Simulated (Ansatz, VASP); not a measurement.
Two plane-wave programs on RbBr

```
Rb Br
1.0
     4.85351    0.00000    0.00000
    -2.42676    4.20326    0.00000
     0.00000    0.00000    8.50202
Rb Br
2 2
Cartesian
  0.0000 0.0000 0.0000
  0.0000 0.0000 4.2510
  0.0000 2.8022 2.1255
  2.4268 1.4011 6.3765
```

Alike in both runs: task single point; functional PBE; k mesh 6 × 6 × 4; no spin polarisation.

|  | VASP | Ansatz |
| --- | --- | --- |
| version | VASP 6.6.1 | Ansatz 0.2.0 |
| potentials or method | VASP PAW PBE potentials, release 64 (Rb_sv, Br) | plane waves, PAW |
| plane-wave cutoff (eV) | 520 | 420 |
| occupations | gaussian, width 0.01 eV | fixed |
| valence electrons in the cell | 32 | 32 |

```csv
,VASP,Ansatz,Ansatz less VASP
gap on the k mesh at the Fermi level (eV),4.13,4.13,+0.002
pressure (GPa),0.0,0.0,-0.02
```
